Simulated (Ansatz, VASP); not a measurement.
One calculation of Hf2N, two programs

```
Hf N
1.0
     5.29655    0.00000    0.00000
     0.00000    5.29655    0.00000
     0.00000    0.00000    3.22472
Hf N
4 2
Direct
  0.29475 0.29475 0.00000
  0.70525 0.70525 0.00000
  0.79475 0.20525 0.50000
  0.20525 0.79475 0.50000
  0.00000 0.00000 0.00000
  0.50000 0.50000 0.50000
```

Alike in both runs: functional PBEsol; k mesh 4 × 4 × 6; occupations gaussian, width 0.1 eV; no spin polarisation.

Ansatz relaxed the structure, and its values are those at the end. VASP's run is a single point on that final structure, the one shown.

|  | VASP | Ansatz |
| --- | --- | --- |
| version | VASP 6.6.1 | Ansatz 0.2.0 |
| potentials or method | VASP PAW PBE potentials, release 64 (Hf_pv, N), cutoff 520 eV | scalar-relativistic, plane waves, PAW |
| valence electrons in the cell | 50 | 114 |

Ansatz gave:

- gap on the k mesh at the Fermi level (eV): none
- pressure (GPa): 0.0

Question: Estimate VASP's values.

Answer: gap on the k mesh at the Fermi level (eV): none; pressure (GPa): -1.0.

VASP's potentials were made for PBE, not for PBEsol. A gap of «none» marks a metal or a gap that the smearing closes. VASP's potentials hold 50 valence electrons a cell and Ansatz's 114, so a difference there can come from the potentials and not from the codes.

Spin-orbit coupling is off throughout.
